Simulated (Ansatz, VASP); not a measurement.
**Two plane-wave programs on K**

INCAR

```
PREC = Accurate
ENCUT = 520
EDIFF = 1E-8
ISMEAR = -1
SIGMA = 0.08
LREAL = F
LASPH = T
NELM = 60
ALGO = Normal
ISIF = 2
LWAVE = F
LCHARG = F
GGA = PS
LEFG = T
NBANDS = 10
```

File KPOINTS:

```
regular mesh
0
Gamma
  10 10 10
```

File POSCAR:

```
K
1.0
   -2.6180000000      2.6180000000      2.6180000000
    2.6180000000     -2.6180000000      2.6180000000
    2.6180000000      2.6180000000     -2.6180000000
K
1
Direct
    0.0000000000      0.0000000000      0.0000000000
```

Input for Ansatz:

```yaml
crystal:
  lattice:
    - [-2.618, 2.618, 2.618]
    - [2.618, -2.618, 2.618]
    - [2.618, 2.618, -2.618]
  atoms:
    - { symbol: K, position: [0.0, 0.0, 0.0] }
kpoints:
  mp_grid: { grid: [10, 10, 10] }
  band_path:
    path:
      - [0.0, 0.0, 0.0]
      - [0.5, -0.5, 0.5]
      - [0.0, 0.0, 0.5]
      - [0.0, 0.0, 0.0]
      - [0.25, 0.25, 0.25]
      - [0.5, -0.5, 0.5]
      - [0.25, 0.25, 0.25]
      - [0.0, 0.0, 0.5]
    npoints: 14
scf:
  occupations: { method: fermi_dirac, width: 0.08 }
hamiltonian:
  xc: pbesol
  pseudopotentials: { kind: paw }
output:
  forces: true
  stress: true
  eigenvalues: true
  efg: { contact_densities: true }
  populations: true
  bader: true
  dos: { projected: true, de: 0.2, e_range: [-14, 8] }
  write_density: true
  write_potential: true
  elf: true
  volumetric_format: npy
```

Alike in both runs: task electric field gradients; functional PBEsol; k mesh 10 × 10 × 10; occupations fermi-dirac, width 0.08 eV; no spin polarisation.

|  | VASP | Ansatz |
| --- | --- | --- |
| version | VASP 6.6.1 | Ansatz 0.2.0 |
| potentials or method | VASP PAW PBE potentials, release 64 (K_sv) | PAW with Ansatz's default frozen-core files, scalar-relativistic |
| plane-wave cutoff (eV) | 520 | 420 |
| valence electrons in the cell | 9 | 9 |

|  | VASP | Ansatz | Ansatz less VASP |
| --- | --- | --- | --- |
| pressure (GPa) | 0.0 | 0.0 | +0.01 |

VASP's potentials were made for PBE, not for PBEsol.
